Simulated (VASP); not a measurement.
A run of VASP 6.6.1 is set up as follows.

The input INCAR:

```
SYSTEM = La16HO24
  PREC = Accurate
  ENCUT = 520
  EDIFF = 1E-6
  ISMEAR = -1
  SIGMA = 0.01
  LREAL = Auto
  LASPH = .TRUE.
  NELM = 100
  ALGO = Normal
  ISIF = 2
  LWAVE = .FALSE.
  LCHARG = .FALSE.
  GGA = PE
  NBANDS = 186
  NELECT = 320.0
```

The input KPOINTS:

```
Automatic mesh
0
G
  1 1 1
  0 0 0
```

Contents of POSCAR:

```
La16HO24
1.0
    7.8811453700     -0.0000000600      0.0000000000
   -3.9405726400      6.8252721300      0.0000000000
    0.0000000000      0.0000000000     12.3757188400
La O H
16 24 1
Direct
    0.3377388969      0.1638460707      0.3757300129
    0.1662057710      0.3108400617      0.0997717398
    0.3365882146      0.1584103900      0.8723929607
    0.1682551284      0.3273605752      0.6241223722
    0.3498571271      0.6853813199      0.3920536708
    0.1699552758      0.8202305935      0.1275327939
    0.3366338529      0.6633227121      0.8739272554
    0.1639594555      0.8275488365      0.6253422609
    0.8248298214      0.1568355121      0.3791626216
    0.6711514649      0.3252109217      0.1252996307
    0.8324630193      0.1594065451      0.8739123068
    0.6712813829      0.3330658466      0.6246766026
    0.8369081154      0.6610860291      0.3762809304
    0.6603344423      0.8214901813      0.1274154674
    0.8362683181      0.6613534177      0.8788622415
    0.6731746984      0.8284160591      0.6271099966
    0.3321923195      0.1615249911      0.1791627645
    0.1635287780      0.3361143653      0.3240696603
    0.0018002359     -0.0065833272     -0.0007383814
    0.3362369924      0.1617497441      0.6786321755
    0.1686695051      0.3266725440      0.8234966495
    0.0048034599      0.0035075525      0.4997143261
    0.3166210808      0.6349650148      0.1902170719
    0.1730293255      0.8321534881      0.3243768747
    0.0036537554      0.4957636759     -0.0008260530
    0.3368555458      0.6642995230      0.6749876195
    0.1681807280      0.8277864827      0.8196292378
   -0.0036780971      0.4987017272      0.5021173380
    0.8411613334      0.1614592106      0.1792750812
    0.6671208093      0.3261112521      0.3199464250
    0.4986448961     -0.0183186791      0.0039016723
    0.8340497071      0.1618186102      0.6788068724
    0.6686122202      0.3282043554      0.8222145422
    0.5040513859      0.0005004973      0.4924495360
    0.8358798193      0.6609550453      0.1810900061
    0.6663792889      0.8291962477      0.3228909005
    0.4992223403      0.4970442153      0.0005281309
    0.8352721111      0.6624146208      0.6808214625
    0.6695648965      0.8278660444      0.8199976204
    0.5009285427      0.4945057085      0.4996582485
    0.1736979820      0.4343818025      0.2701948908
```

Potentials or basis: VASP PAW PBE potentials, release 64 (La, O, H).

Run with:

```sh
$ cat potpaw_PBE.64/La/POTCAR potpaw_PBE.64/O/POTCAR potpaw_PBE.64/H/POTCAR > POTCAR
$ mpirun -np 1 vasp_gam > vasp.out
```

**Question.** Estimate the largest force.

**Answer.** 0.344 eV/Å.

Forces in eV/Å, atoms in the order of the input:
```
La  -0.022  0.017 -0.021
La  -0.033 -0.055 -0.022
La   0.001 -0.006 -0.003
La  -0.001 -0.009  0.033
La  -0.007  0.026  0.049
La  -0.003 -0.005  0.023
La  -0.006  0.003 -0.007
La  -0.003  0.002  0.019
La   0.010  0.016 -0.055
La  -0.023 -0.004  0.008
La  -0.006 -0.003 -0.007
La   0.001 -0.013  0.010
La  -0.012  0.004 -0.006
La  -0.027 -0.037  0.019
La  -0.004  0.009 -0.023
La   0.003  0.008  0.005
O    0.003 -0.014 -0.013
O    0.051 -0.070  0.068
O   -0.001 -0.011 -0.003
O   -0.004  0.002 -0.010
O   -0.010 -0.008 -0.010
O    0.000  0.013  0.001
O   -0.017 -0.043  0.035
O    0.005  0.006  0.007
O    0.006 -0.006  0.004
O   -0.010  0.001 -0.020
O   -0.001 -0.006  0.006
O   -0.001  0.002 -0.001
O   -0.016 -0.038 -0.033
O   -0.008  0.001 -0.009
O   -0.017 -0.037  0.007
O   -0.003  0.008  0.000
O   -0.003 -0.013  0.019
O    0.006  0.009  0.008
O   -0.013 -0.002 -0.016
O   -0.003 -0.006  0.017
O   -0.019 -0.012  0.010
O   -0.004  0.002  0.010
O   -0.008 -0.004  0.012
O    0.011  0.009  0.006
H    0.189  0.263 -0.117
```

Caveat: the k points lie up to 0.92 Å⁻¹ apart; the cell carries a net charge on a neutralising background, which shifts energy and pressure.
